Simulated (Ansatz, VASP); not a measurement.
Two plane-wave programs on CsNiN

```xyz
3
Lattice="5.5736 0.0000 0.0000 -2.7868 4.8269 0.0000 0.0000 0.0000 3.4695" Properties=species:S:1:pos:R:3 pbc="T T T"
Cs    2.7868    1.6090    1.7347
Ni    0.0000    3.2179    0.0000
N     0.0000    3.2179    1.7347
```

Alike in both runs: task single point; functional PBE; k mesh 6 × 6 × 8; occupations fermi-dirac, width 0.05 eV; collinear spin.

|  | VASP | Ansatz |
| --- | --- | --- |
| version | VASP 6.6.1 | Ansatz 0.2.0 |
| potentials or method | VASP PAW PBE potentials, release 64 (Cs_sv, Ni, N) | Ansatz PAW |
| plane-wave cutoff (eV) | 520 | 420 |
| valence electrons in the cell | 24 | 32 |

Ansatz gave:

| Quantity | Value |
| --- | --- |
| gap on the k mesh at the Fermi level (eV) | none |
| pressure (GPa) | -0.8 |
| traceless stress, the component that is largest in VASP (GPa) | -1.21 |
| net moment per atom (μB) | 0.14 |
| size of the moment on the site where the two differ most (μB) | 0.21 |

Problem. What did VASP give for the same quantities?

Solution. gap on the k mesh at the Fermi level (eV): none; pressure (GPa): -0.7; traceless stress, the component that is largest in VASP (GPa): -1.07; net moment per atom (μB): 0.14; size of the moment on the site where the two differ most (μB): 0.23.

Site moments also hang on the region over which each program counts them. A gap of «none» marks a metal or a gap that the smearing closes. VASP's potentials hold 24 valence electrons a cell and Ansatz's 32, so a difference there can come from the potentials and not from the codes.

Neither program's run includes spin-orbit coupling.
